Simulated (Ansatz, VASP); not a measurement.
NaCl in VASP and in Ansatz

INCAR

```
  PREC = Accurate
  ENCUT = 520
  EDIFF = 1E-6
  ISMEAR = -1
  SIGMA = 0.02
  LREAL = False
  LASPH = True
  NELM = 100
  ALGO = Normal
  ISIF = 2
  LWAVE = False
  LCHARG = False
  GGA = PE
  NBANDS = 14
```

Contents of KPOINTS:

```
Automatic mesh
0
Gamma
  8 8 8
```

Contents of POSCAR:

```
NaCl
1.0
    0.0000000000      3.2135422348      2.8254229460
    3.2135422348      0.0000000000      2.8254229460
    3.2135422348      3.2135422348      0.0000000000
Na Cl
1 1
Direct
    0.0000000000      0.0000000000      0.0000000000
    0.2500000000      0.2500000000      0.2500000000
```

Input for Ansatz:

```yaml
crystal:
  lattice:
    - [0.0, 3.2135422348, 2.825422946]
    - [3.2135422348, 0.0, 2.825422946]
    - [3.2135422348, 3.2135422348, 0.0]
  atoms:
    - { symbol: Na, position: [0.0, 0.0, 0.0] }
    - { symbol: Cl, position: [0.25, 0.25, 0.25] }
kpoints:
  mp_grid: { grid: [8, 8, 8] }
  band_path:
    path:
      - [0.0, 0.0, 0.0]
      - [-0.5, -0.5, 0.0]
      - [-0.375, -0.375, 0.25]
      - [-0.375, 0.0, 0.375]
      - [0.0, 0.0, 0.5]
      - [-0.5, -0.25, 0.25]
    npoints: 1
hamiltonian:
  xc: pbe
scf:
  occupations: { method: fermi_dirac, width: 0.02 }
  n_extra_bands: 4
output:
  forces: true
  stress: true
  eigenvalues: true
  write_density: true
  write_potential: true
  elf: true
  volumetric_format: npy
```

Change from the starting cell: epitaxial_xy strain +4.1%.

Alike in both runs: task single point; functional PBE; k mesh 8 × 8 × 8; occupations fermi-dirac, width 0.02 eV; no spin polarisation.

|  | VASP | Ansatz |
| --- | --- | --- |
| version | VASP 6.6.1 | Ansatz 0.2.0 |
| potentials or method | VASP PAW PBE potentials, release 64 (Na_pv, Cl) | plane waves, PAW |
| plane-wave cutoff (eV) | 520 | 420 |
| valence electrons in the cell | 14 | 16 |

```tsv
	VASP	Ansatz	Ansatz less VASP
gap on the k mesh at the Fermi level (eV)	4.87	4.87	0.000
pressure (GPa)	0.7	0.7	+0.02
```

With one functional, cell and mesh, what is left measures potentials, basis and numerics. VASP's potentials hold 14 valence electrons a cell and Ansatz's 16, so a difference there can come from the potentials and not from the codes.
